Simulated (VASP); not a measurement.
# Si2Mo in VASP: a series of runs

Aim: see how the results for Si2Mo move with the level of theory and the settings. Levels: PBE, PBEsol, RPBE+D3(BJ). Tasks: single point, relaxation of the atoms.

Everything below comes from runs of VASP 6.6.1. Logs are shortened: lines on timing, memory, paths and dates and some standing lists are left out, and cuts for length are marked.

**1. The cell of the first run**

The typed cell holds 3 atoms: a = 4.535 Å, b = 4.535 Å, c = 4.535 Å, α = 138.68°, β = 138.68°, γ = 59.86°.

**2. Single point, PBE (atoms moved at random)**

Input file INCAR:

```
SYSTEM = Si2Mo
PREC = Accurate
ENCUT = 400
EDIFF = 1E-7
ISMEAR = 0
SIGMA = 0.02
LREAL = .False.
LASPH = .True.
ALGO = Normal
NELM = 100
ISIF = 2
LWAVE = .False.
LCHARG = .False.
```

Input file KPOINTS:

```
k-points
0
Gamma
  10 10 10
```

Input file POSCAR:

```
Si2Mo
1.0
   -1.6000000000      1.6000000000      3.9305000000
    1.6000000000     -1.6000000000      3.9305000000
    1.6000000000      1.6000000000     -3.9305000000
Mo Si
1 2
Direct
    0.0036100000      0.0042830000      0.0070120000
    0.6748360000      0.6614390000      0.0044170000
    0.3296350000      0.3304480000     -0.0047860000
```

Potentials or basis: VASP PAW PBE potentials, release 64 (Mo_sv, Si).

Command:

```bash
> cat potpaw_PBE.64/Mo_sv/POTCAR potpaw_PBE.64/Si/POTCAR > POTCAR
> mpirun -np 1 vasp_std > vasp.out
```

OUTCAR:

```text
SYSTEM = Si2Mo
   PREC = Accurate
   ENCUT = 400
   EDIFF = 1E-7
   ISMEAR = 0
   LREAL = .False.
   LASPH = .True.
   NELM = 100
   ISIF = 2

 Found    504 irreducible k-points:

 Following reciprocal coordinates:
            Coordinates               Weight
  0.000000  0.000000  0.000000      1.000000
  0.100000  0.000000 -0.000000      2.000000
  0.000000  0.100000 -0.000000      2.000000
  0.000000  0.100000 -0.100000      2.000000
  0.100000  0.000000 -0.100000      2.000000
  0.200000  0.000000 -0.000000      2.000000
   k-points           NKPTS =    504   k-points in BZ     NKDIM =    504   number of bands    NBANDS=     15
   number of dos      NEDOS =    301   number of ions     NIONS =      3
   total plane-waves  NPLWV =  27000
   dimension x,y,z NGX =    30 NGY =   30 NGZ =   30
   dimension x,y,z NGXF=    60 NGYF=   60 NGZF=   60
   ions per type =               1   2
   NGX,Y,Z   is equivalent  to a cutoff of  11.00, 11.00, 11.00 a.u.
   NGXF,Y,Z  is equivalent  to a cutoff of  21.99, 21.99, 21.99 a.u.
 SYSTEM =  Si2Mo
   PREC   = accura    normal or accurate (medium, high low for compatibility)
   ISTART =      0    job   : 0-new  1-cont  2-samecut
   ICHARG =      2    charge: 1-file 2-atom 10-const
   ISPIN  =      1    spin polarized calculation?
   LNONCOLLINEAR =      F non collinear calculations
   LSORBIT =      F    spin-orbit coupling
   LASPH  =      T    aspherical Exc in radial PAW
   ENCUT  =  400.0 eV  29.40 Ry    5.42 a.u.   7.40  7.40  7.40*2*pi/ulx,y,z
   NELM   =    100;   NELMIN=  2; NELMDL= -5     # of ELM steps
   EDIFF  = 0.1E-06   stopping-criterion for ELM
   LREAL  =      F    real-space projection
   EDIFFG = 0.1E-05   stopping-criterion for IOM
   NSW    =      0    number of steps for IOM
   IBRION =     -1    ionic relax: 0-MD 1-quasi-New 2-CG
   NFREE  =      0    steps in history (QN), initial steepest desc. (CG)
   ISIF   =      2    stress and relaxation
   ISYM   =      2    0-nonsym 1-usesym 2-fastsym
   POTIM  = 0.5000    time-step for ionic-motion
   TEBEG  =    0.0;   TEEND  =   0.0 temperature during run

   SCALEE = 1.0000    scale energy and forces
   PSTRESS=    0.0 pullay stress
   NELECT =      22.0000    total number of electrons
   NUPDOWN=      -1.0000    fix difference up-down
   EMIN   =  10.00;   EMAX   =-10.00  energy-range for DOS
   EFERMI =   0.00;   METHOD = LEGACY
   ISMEAR =     0;   SIGMA  =   0.02  broadening in eV -4-tet -1-fermi 0-gaus
   EFERMI_NEDOS =   21; number of points for ismear=-14 and -15
   IALGO  =     38    algorithm
   IMIX   =      4    mixing-type and parameters
     AMIX     =   0.40;   BMIX     =  1.00
     AMIX_MAG =   1.60;   BMIX_MAG =  1.00
  volume/ion in A,a.u.               =      13.42        90.54
  Fermi-wavevector in a.u.,A,eV,Ry     =   1.338546  2.529484 24.377614  1.791704
  Thomas-Fermi vector in A             =   2.467007
   LORBIT       =      0    0 simple, 1 ext, 2 COOP (PROOUT), +10 PAW based schemes
   GGA     = PE    functional components
   LHFCALC =     F    Hartree Fock is set to
   AEXX    =    0.0000 exact exchange contribution
   IVDW    =     0    specifies the selected vdW correction
   LEPSILON=     F    determine dielectric tensor
   LRPA    =     F    only Hartree local field effects (RPA)

   CSHIFT  =0.1000    complex shift for real part using Kramers Kronig

   OMEGAMAX=  -1.0    maximum frequency
 non-spin polarized calculation
 Gauss-broadening in eV      SIGMA  =   0.02
  energy-cutoff  :      400.00
  volume of cell :       40.25
 maximum number of plane-waves:       761
 NGX is ok and might be reduce to    30
   NGX = 15   NGY = 15   NGZ = 15

 number of electron      22.0000000 magnetization

 Free energy of the ion-electron system (eV)
  ---------------------------------------------------
  ext. energy  EPLUGINS =         0.00000000
  ---------------------------------------------------
  free energy    TOTEN  =       -23.24165255 eV

  energy without entropy =      -23.24155643  energy(sigma->0) =      -23.24160449

 E-fermi :  12.2268     XC(G=0): -12.4272

 val. band max:       12.2247790113   @ k =  -0.3000  -0.2000   0.3000
 cond. band min:      12.2444196317   @ k =  -0.3000  -0.2000   0.2000
 fundamental gap:      0.0196406204
 Fermi energy:        12.2267684602

 k-point     1 :       0.0000    0.0000    0.0000
  band No.  band energies     occupation
      1     -48.4535      2.00000
      2     -22.6252      2.00000
      3     -22.5218      2.00000
      4     -22.5207      2.00000
      5      -1.1891      2.00000
      6       5.9237      2.00000
      7       8.8023      2.00000
      8       9.2500      2.00000
      9       9.6159      2.00000
     10       9.6178      2.00000
     11      12.6843      0.00000
     12      15.3285      0.00000
     13      15.3720      0.00000
     14      15.8975      0.00000
     15      15.9210      0.00000

 k-point     2 :       0.1000    0.0000   -0.0000
  band No.  band energies     occupation
      1     -48.4518      2.00000
      2     -22.6234      2.00000
      3     -22.5449      2.00000
      4     -22.5194      2.00000
      5      -1.0085      2.00000
      6       5.9221      2.00000
      7       8.2561      2.00000
      8       9.2616      2.00000
      9       9.7296      2.00000
     10       9.8746      2.00000
     11      12.1920      1.98595
     12      14.7574      0.00000
     13      15.1137      0.00000
     14      15.7797      0.00000
     15      16.3531      0.00000

 k-point     3 :       0.0000    0.1000   -0.0000
  band No.  band energies     occupation
      1     -48.4518      2.00000
      2     -22.6232      2.00000
      3     -22.5461      2.00000
      4     -22.5183      2.00000
      5      -1.0079      2.00000
      6       5.9299      2.00000
      7       8.2401      2.00000
      8       9.2587      2.00000
      9       9.7385      2.00000
     10       9.8768      2.00000
     11      12.1855      1.99647
     12      14.7022      0.00000
     13      15.1397      0.00000
     14      15.7992      0.00000
     15      16.3487      0.00000

 k-point     4 :       0.0000    0.1000   -0.1000
  band No.  band energies     occupation
      1     -48.4518      2.00000
      2     -22.6236      2.00000
      3     -22.5446      2.00000
      4     -22.5194      2.00000
      5      -1.0076      2.00000
      6       5.9350      2.00000
      7       8.2316      2.00000
      8       9.2570      2.00000
      9       9.7364      2.00000
     10       9.8836      2.00000
     11      12.1834      1.99783
     12      14.6672      0.00000
     13      15.1537      0.00000
     14      15.8139      0.00000
     15      16.3354      0.00000

 k-point     5 :       0.1000    0.0000   -0.1000
  band No.  band energies     occupation
      1     -48.4518      2.00000
      2     -22.6232      2.00000
      3     -22.5462      2.00000
      4     -22.5183      2.00000
      5      -1.0081      2.00000
      6       5.9273      2.00000
      7       8.2452      2.00000
      8       9.2597      2.00000
      9       9.7370      2.00000
     10       9.8749      2.00000
     11      12.1875      1.99450
     12      14.7242      0.00000
     13      15.1282      0.00000
     14      15.7916      0.00000
     15      16.3523      0.00000

 k-point     6 :       0.2000    0.0000   -0.0000
  band No.  band energies     occupation
      1     -48.4472      2.00000
      2     -22.6226      2.00000
      3     -22.6053      2.00000
      4     -22.5131      2.00000
      5      -0.4805      2.00000
      6       5.7672      2.00000
      7       7.4819      2.00000
      8       9.1411      2.00000
      9      10.0205      2.00000
     10      10.0825      2.00000
     11      11.3716      2.00000
     12      14.0114      0.00000
     13      14.4852      0.00000
     14      16.4028      0.00000
     15      16.5671      0.00000

 [... further k-points ...]

------------------------ aborting loop because EDIFF is reached ----------------------------------------

  FORCE on cell =-STRESS in cart. coord.  units (eV):
  Direction    XX          YY          ZZ          XY          YZ          ZX
  --------------------------------------------------------------------------------------
  -------------------------------------------------------------------------------------
  Total        0.6721808      0.6760660      0.2703619     -0.0076715     -0.0478110      0.0167002
  in kB       26.7577096     26.9123696     10.7623811     -0.3053837     -1.9032291      0.6647895
  external PRESSURE =      21.4774868 kB  Pullay stress =       0.0000000 kB

 VOLUME and BASIS-vectors are now :
 -----------------------------------------------------------------------------
  energy-cutoff  :      400.00
  volume of cell :       40.25
      direct lattice vectors                 reciprocal lattice vectors
    -1.600000000  1.600000000  3.930500000     0.000000000  0.312500000  0.127210279
     1.600000000 -1.600000000  3.930500000     0.312500000  0.000000000  0.127210279
     1.600000000  1.600000000 -3.930500000     0.312500000  0.312500000  0.000000000

 POSITION                                       TOTAL-FORCE (eV/Angst)
 -----------------------------------------------------------------------------------
      0.01230      0.01014      0.00346        -0.216436      0.002491     -0.132569
     -0.01437      0.02850      5.23487         0.156954     -0.212693     -0.216239
      1.59364      1.59104     -1.31723         0.059481      0.210201      0.348808
 -----------------------------------------------------------------------------------
    total drift:                                0.000063      0.000056     -0.000018

  FREE ENERGIE OF THE ION-ELECTRON SYSTEM (eV)
  ---------------------------------------------------
  free  energy   TOTEN  =       -23.2416525477 eV

  energy  without entropy=      -23.2415564339  energy(sigma->0) =      -23.24160449
```

Wall time 2.6 min (1 thread of AMD EPYC 9R45 (Zen 5), shared host); peak memory 0.31 GiB.

What came out:

```yaml
Free_energy: -23.2417 eV
Pressure: 2.1 GPa
Largest_force: 0.412 eV/Å
```

Forces on the atoms (eV/Å):
```
Mo  -0.216  0.002 -0.133
Si   0.157 -0.213 -0.216
Si   0.059  0.210  0.349
```

Stress tensor (GPa, compression positive):
```
 2.68 -0.03  0.07
-0.03  2.69 -0.19
 0.07 -0.19  1.08
```

Caveat: the cell differs from its parent crystal (atoms moved at random).

[end of part 1 of 2]
